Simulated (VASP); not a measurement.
# AlCu3 (Pm-3m) in VASP: notebook

AlCu3 is run at these levels: r2SCAN; tasks: relaxation of cell and atoms, single point.

All numbers are computed with VASP 6.6.1; they aren't measurements. Logs are shortened: lines on timing, memory, paths and dates and some standing lists are left out, and cuts for length are marked.

## 1. The cell of the first run

The structure is cubic, space group Pm-3m (No. 221). The conventional cell has a = 3.382 Å, b = 3.382 Å, c = 3.382 Å, α = 90.00°, β = 90.00°, γ = 90.00°. Within 3.2 Å of Al (site symmetry m-3m) lie 12 Cu at 2.39 Å. Cu (site symmetry 4/mmm) has 4 Al at 2.39 Å and 8 Cu at 2.39 Å within 3.2 Å.

## 2. Relaxation of cell and atoms, r2SCAN, target pressure 60 GPa, at which the enthalpy is minimised

Input file POSCAR:

```
AlCu3
1.0
    3.3819015492      0.0000000000      0.0000000000
    0.0000000000      3.3819015492      0.0000000000
    0.0000000000      0.0000000000      3.3819015492
Al Cu
1 3
Direct
    0.0000000000      0.0000000000      0.0000000000
    0.5000000000      0.5000000000      0.0000000000
    0.5000000000      0.0000000000      0.5000000000
    0.0000000000      0.5000000000      0.5000000000
```

Input file INCAR.step1:

```
PREC = Accurate
ENCUT = 600
ISMEAR = 0
SIGMA = 0.1
LREAL = False
LASPH = True
NELM = 100
GGA = PE
ALGO = Normal
EDIFF = 1E-4
LWAVE = True
LCHARG = False
```

Input file INCAR.step2:

```
PREC = Accurate
ENCUT = 600
EDIFF = 1E-7
ISMEAR = 0
SIGMA = 0.1
LREAL = False
LASPH = True
NELM = 100
ALGO = Normal
ISIF = 3
LWAVE = False
LCHARG = False
METAGGA = R2SCAN
LMIXTAU = True
IBRION = 2
NSW = 70
EDIFFG = -0.008
PSTRESS = 600.0
ISTART = 1
```

Input file KPOINTS:

```
Automatic mesh
0
Gamma
  12 12 12
```

Potentials or basis: VASP PAW PBE potentials, release 64 (Al, Cu).

Command:

```console
cat potpaw_PBE.64/Al/POTCAR potpaw_PBE.64/Cu/POTCAR > POTCAR
cp INCAR.step1 INCAR
mpirun -np 1 vasp_std > vasp.out
cp INCAR.step2 INCAR
mpirun -np 1 vasp_std > vasp.out
```

OUTCAR:

```text
PREC = Accurate
   ENCUT = 600
   EDIFF = 1E-7
   ISMEAR = 0
   LREAL = False
   LASPH = True
   NELM = 100
   ISIF = 3
   METAGGA = R2SCAN
   IBRION = 2
   NSW = 70
   EDIFFG = -0.008
   PSTRESS = 600.0
   ISTART = 1

 ion  position               nearest neighbor table
   1  0.000  0.000  0.000-   2 2.39   3 2.39   4 2.39   3 2.39   4 2.39   2 2.39   4 2.39   4 2.39
                             2 2.39   3 2.39   3 2.39   2 2.39
   2  0.500  0.500  0.000-   1 2.39   3 2.39   4 2.39   3 2.39   4 2.39   1 2.39   3 2.39   3 2.39
                             1 2.39   4 2.39   4 2.39   1 2.39
   3  0.500  0.000  0.500-   1 2.39   2 2.39   4 2.39   1 2.39   2 2.39   2 2.39   4 2.39   2 2.39
                             1 2.39   4 2.39   1 2.39   4 2.39
   4  0.000  0.500  0.500-   1 2.39   2 2.39   3 2.39   1 2.39   2 2.39   1 2.39   3 2.39   1 2.39
                             2 2.39   3 2.39   2 2.39   3 2.39

  LATTYP: Found a simple cubic cell.
 ALAT       =     3.3819015492

  Lattice vectors:

 A1 = (   3.3819015492,   0.0000000000,   0.0000000000)
 A2 = (   0.0000000000,   3.3819015492,   0.0000000000)
 A3 = (   0.0000000000,   0.0000000000,   3.3819015492)

Analysis of symmetry for initial positions (statically):
=====================================================================
 Subroutine PRICEL returns:
 Original cell was already a primitive cell.

 Routine SETGRP: Setting up the symmetry group for a
 simple cubic supercell.

 Subroutine GETGRP returns: Found 48 space group operations
 (whereof 48 operations were pure point group operations)
 out of a pool of 48 trial point group operations.

The static configuration has the point symmetry O_h .

Analysis of symmetry for dynamics (positions and initial velocities):
=====================================================================
 Subroutine PRICEL returns:
 Original cell was already a primitive cell.

 Routine SETGRP: Setting up the symmetry group for a
 simple cubic supercell.

 Subroutine GETGRP returns: Found 48 space group operations
 (whereof 48 operations were pure point group operations)
 out of a pool of 48 trial point group operations.

The dynamic configuration has the point symmetry O_h .

 Subroutine INISYM returns: Found 48 space group operations
 (whereof 48 operations are pure point group operations),
 and found     1 'primitive' translations

----------------------------------------------------------------------------------------

                                     Primitive cell

  volume of cell :      38.6797

  direct lattice vectors                    reciprocal lattice vectors
     3.381901549  0.000000000  0.000000000     0.295691635  0.000000000  0.000000000
     0.000000000  3.381901549  0.000000000     0.000000000  0.295691635  0.000000000
     0.000000000  0.000000000  3.381901549     0.000000000  0.000000000  0.295691635

  length of vectors
     3.381901549  3.381901549  3.381901549     0.295691635  0.295691635  0.295691635

  position of ions in fractional coordinates (direct lattice)
     0.000000000  0.000000000  0.000000000
     0.500000000  0.500000000  0.000000000
     0.500000000  0.000000000  0.500000000
     0.000000000  0.500000000  0.500000000

  ion indices of the primitive-cell ions
   primitive index   ion index
                 1           1
                 2           2
                 3           3
                 4           4

----------------------------------------------------------------------------------------

 KPOINTS: Automatic mesh

Automatic generation of k-mesh.
 Grid dimensions read from file:
 generate k-points for:   12   12   12

 Generating k-lattice:

  Cartesian coordinates                     Fractional coordinates (reciprocal lattice)
     0.024640970  0.000000000  0.000000000     0.083333333  0.000000000  0.000000000
     0.000000000  0.024640970  0.000000000     0.000000000  0.083333333  0.000000000
     0.000000000  0.000000000  0.024640970     0.000000000  0.000000000  0.083333333

  Length of vectors
     0.024640970  0.024640970  0.024640970

  Shift w.r.t. Gamma in fractional coordinates (k-lattice)
     0.000000000  0.000000000  0.000000000

 Subroutine IBZKPT returns following result:
 ===========================================

 Found     84 irreducible k-points:

 Following reciprocal coordinates:
            Coordinates               Weight
  0.000000  0.000000  0.000000      1.000000
  0.083333  0.000000  0.000000      6.000000
  0.166667  0.000000  0.000000      6.000000
  0.250000  0.000000  0.000000      6.000000
  0.333333  0.000000  0.000000      6.000000
  0.416667  0.000000  0.000000      6.000000
[... 16 lines left out ...]
  0.333333  0.333333  0.000000     12.000000
  0.416667  0.333333  0.000000     24.000000
 [... further k-points ...]
   k-points           NKPTS =     84   k-points in BZ     NKDIM =     84   number of bands    NBANDS=     22
   number of dos      NEDOS =    301   number of ions     NIONS =      4
   total plane-waves  NPLWV =  21952
   dimension x,y,z NGX =    28 NGY =   28 NGZ =   28
   dimension x,y,z NGXF=    56 NGYF=   56 NGZF=   56
   ions per type =               1   3
   NGX,Y,Z   is equivalent  to a cutoff of  13.76, 13.76, 13.76 a.u.
   NGXF,Y,Z  is equivalent  to a cutoff of  27.53, 27.53, 27.53 a.u.
 SYSTEM =  unknown system
   PREC   = accura    normal or accurate (medium, high low for compatibility)
   ISTART =      1    job   : 0-new  1-cont  2-samecut
   ICHARG =      0    charge: 1-file 2-atom 10-const
   ISPIN  =      1    spin polarized calculation?
   LNONCOLLINEAR =      F non collinear calculations
   LSORBIT =      F    spin-orbit coupling
   LASPH  =      T    aspherical Exc in radial PAW
   ENCUT  =  600.0 eV  44.10 Ry    6.64 a.u.   6.75  6.75  6.75*2*pi/ulx,y,z
   NELM   =    100;   NELMIN=  2; NELMDL=  0     # of ELM steps
   EDIFF  = 0.1E-06   stopping-criterion for ELM
   LREAL  =      F    real-space projection
   EDIFFG = -.8E-02   stopping-criterion for IOM
   NSW    =     70    number of steps for IOM
   IBRION =      2    ionic relax: 0-MD 1-quasi-New 2-CG
   NFREE  =      1    steps in history (QN), initial steepest desc. (CG)
   ISIF   =      3    stress and relaxation
   ISYM   =      2    0-nonsym 1-usesym 2-fastsym
   POTIM  = 0.5000    time-step for ionic-motion
   TEBEG  =    0.0;   TEEND  =   0.0 temperature during run
   PSTRESS=  600.0 pullay stress
   NELECT =      36.0000    total number of electrons
   NUPDOWN=      -1.0000    fix difference up-down
   EMIN   =  10.00;   EMAX   =-10.00  energy-range for DOS
   EFERMI =   0.00;   METHOD = LEGACY
   ISMEAR =     0;   SIGMA  =   0.10  broadening in eV -4-tet -1-fermi 0-gaus
   EFERMI_NEDOS =   21; number of points for ismear=-14 and -15
   IALGO  =     38    algorithm
   IMIX   =      4    mixing-type and parameters
     AMIX     =   0.40;   BMIX     =  1.00
     AMIX_MAG =   1.60;   BMIX_MAG =  1.00
  volume/ion in A,a.u.               =       9.67        65.26
  Fermi-wavevector in a.u.,A,eV,Ry     =   1.598385  3.020510 34.760631  2.554834
  Thomas-Fermi vector in A             =   2.695843
   LORBIT       =      0    0 simple, 1 ext, 2 COOP (PROOUT), +10 PAW based schemes
   METAGGA = R2SCAN    functional components
   LHFCALC =     F    Hartree Fock is set to
   AEXX    =    0.0000 exact exchange contribution
   IVDW    =     0    specifies the selected vdW correction
   LEPSILON=     F    determine dielectric tensor
   LRPA    =     F    only Hartree local field effects (RPA)
 conjugate gradient relaxation of ions
 non-spin polarized calculation
 Gauss-broadening in eV      SIGMA  =   0.10
  energy-cutoff  :      600.00
  volume of cell :       38.68
 maximum number of plane-waves:      1328
 NGX is ok and might be reduce to    28
   NGX = 13   NGY = 13   NGZ = 13

--------------------------------------- Ionic step        1  -------------------------------------------

 number of electron      35.9999978 magnetization

 Free energy of the ion-electron system (eV)
  ---------------------------------------------------
  ext. energy  EPLUGINS =         0.00000000
  ---------------------------------------------------
  free energy    TOTEN  =       -38.58514793 eV

  energy without entropy =      -38.57868440  energy(sigma->0) =      -38.58191617

------------------------ aborting loop because EDIFF is reached ----------------------------------------

  FORCE on cell =-STRESS in cart. coord.  units (eV):
  Direction    XX          YY          ZZ          XY          YZ          ZX
  --------------------------------------------------------------------------------------
  -------------------------------------------------------------------------------------
  Total       13.6799312     13.6799312     13.6799312     -0.0000000     -0.0000000     -0.0000000
  in kB      566.6457214    566.6457214    566.6457214     -0.0000000     -0.0000000     -0.0000000
  external PRESSURE =     -33.3542786 kB  Pullay stress =     600.0000000 kB

 VOLUME and BASIS-vectors are now :
 -----------------------------------------------------------------------------
  energy-cutoff  :      600.00
  volume of cell :       38.68
      direct lattice vectors                 reciprocal lattice vectors
     3.381901549  0.000000000  0.000000000     0.295691635  0.000000000  0.000000000
     0.000000000  3.381901549  0.000000000     0.000000000  0.295691635  0.000000000
     0.000000000  0.000000000  3.381901549     0.000000000  0.000000000  0.295691635
[... 50 lines left out ...]
  FREE ENERGIE OF THE ION-ELECTRON SYSTEM (eV)
  ---------------------------------------------------
  free  energy   TOTEN  =       -38.1501086895 eV

  energy  without entropy=      -38.1434872649  energy(sigma->0) =      -38.14679798

  enthalpy is  TOTEN    =       -24.0828815472 eV   P V=       14.0672271423

--------------------------------------- Ionic step        3  -------------------------------------------

 number of electron      35.9999976 magnetization

 Free energy of the ion-electron system (eV)
  ---------------------------------------------------
  ext. energy  EPLUGINS =         0.00000000
  ---------------------------------------------------
  free energy    TOTEN  =       -38.46477024 eV

  energy without entropy =      -38.45825721  energy(sigma->0) =      -38.46151373

 E-fermi :  11.7925     XC(G=0): -14.7766

 val. band max:       11.7696047977   @ k =   0.4167   0.2500   0.1667
 cond. band min:      11.8095924266   @ k =   0.1667   0.0833   0.0833
 fundamental gap:      0.0399876288
 Fermi energy:        11.7925072317

 k-point     1 :       0.0000    0.0000    0.0000
  band No.  band energies     occupation
      1      -1.3606      2.00000
      2       4.4998      2.00000
      3       5.2605      2.00000
      4       5.2605      2.00000
      5       5.6722      2.00000
      6       5.6722      2.00000
[... 14 lines left out ...]
     21      17.2674      0.00000
     22      19.1554      0.00000
[... 552 lines left out ...]
  band No.  band energies     occupation
      1       2.3065      2.00000
      2       4.0320      2.00000
      3       5.0188      2.00000
      4       5.8763      2.00000
      5       5.9265      2.00000
      6       6.3791      2.00000
[... 14 lines left out ...]
     21      19.2371      0.00000
     22      19.7325      0.00000

 [... further k-points ...]
[... 5 lines left out ...]
  --------------------------------------------------------------------------------------
  -------------------------------------------------------------------------------------
  Total       14.3715209     14.3715209     14.3715209     -0.0000000     -0.0000000      0.0000000
  in kB      600.4245662    600.4245662    600.4245662     -0.0000000     -0.0000000      0.0000000
  external PRESSURE =       0.4245662 kB  Pullay stress =     600.0000000 kB

 VOLUME and BASIS-vectors are now :
 -----------------------------------------------------------------------------
  energy-cutoff  :      600.00
  volume of cell :       38.35
      direct lattice vectors                 reciprocal lattice vectors
     3.372238534  0.000000000 -0.000000000     0.296538928  0.000000000  0.000000000
    -0.000000000  3.372238534  0.000000000    -0.000000000  0.296538928  0.000000000
    -0.000000000 -0.000000000  3.372238534     0.000000000 -0.000000000  0.296538928

 POSITION                                       TOTAL-FORCE (eV/Angst)
 -----------------------------------------------------------------------------------
      0.00000      0.00000      0.00000         0.000000      0.000000      0.000000
      1.68612      1.68612      0.00000         0.000000      0.000000      0.000000
      1.68612     -0.00000      1.68612         0.000000     -0.000000      0.000000
     -0.00000      1.68612      1.68612        -0.000000     -0.000000      0.000000
 -----------------------------------------------------------------------------------
    total drift:                                0.000000      0.000000      0.000000

  FREE ENERGIE OF THE ION-ELECTRON SYSTEM (eV)
  ---------------------------------------------------
  free  energy   TOTEN  =       -38.4647702420 eV

  energy  without entropy=      -38.4582572091  energy(sigma->0) =      -38.46151373

  enthalpy is  TOTEN    =       -24.1034115965 eV   P V=       14.3613586454

 reached required accuracy - stopping structural energy minimisation
```

Run time: 6 min. Hardware: 1 thread of Intel Xeon 6975P-C (Granite Rapids), shared host; peak memory 0.22 GiB.

Results:

```yaml
Free_energy: -38.4648 eV
Relaxed_volume: 9.59 Å³/atom
Relaxed_cell: a = 3.372 Å, b = 3.372 Å, c = 3.372 Å, α = 90.00°, β = 90.00°, γ = 90.00°
Space_group_after_relaxing_to_0.1_Å: Pm-3m (No. 221)
Energy_change_on_relaxing_the_run_minimises_the_enthalpy: +30.1 meV/atom
Ionic_steps: 3
Pressure_after_relaxing: 60.0 GPa
Band_gap_on_the_k_mesh: zero (bands 18 and 19 overlap by 6.93 eV)
```

Step by step:
| step | energy change (eV) | largest force (eV/Å) | pressure (GPa) | volume (Å³) |
| --- | --- | --- | --- | --- |
| 1 | 0.0000 | 0.0000 | 56.66 | 38.68 |
| 2 | 0.4350 | 0.0000 | 68.62 | 37.56 |
| 3 | 0.1204 | 0.0000 | 60.04 | 38.35 |

Final structure:
```
Al Cu
1.0
     3.37224    0.00000    0.00000
     0.00000    3.37224    0.00000
     0.00000    0.00000    3.37224
Al Cu
1 3
Direct
  0.00000 0.00000 0.00000
  0.50000 0.50000 0.00000
  0.50000 0.00000 0.50000
  0.00000 0.50000 0.50000
```

Caveat: the cell is relaxed towards a set pressure, so the run minimises the enthalpy, not the energy; the PAW data sets were made with another functional, which shifts forces and pressure a little.

(Part 1 of 3 ends here.)
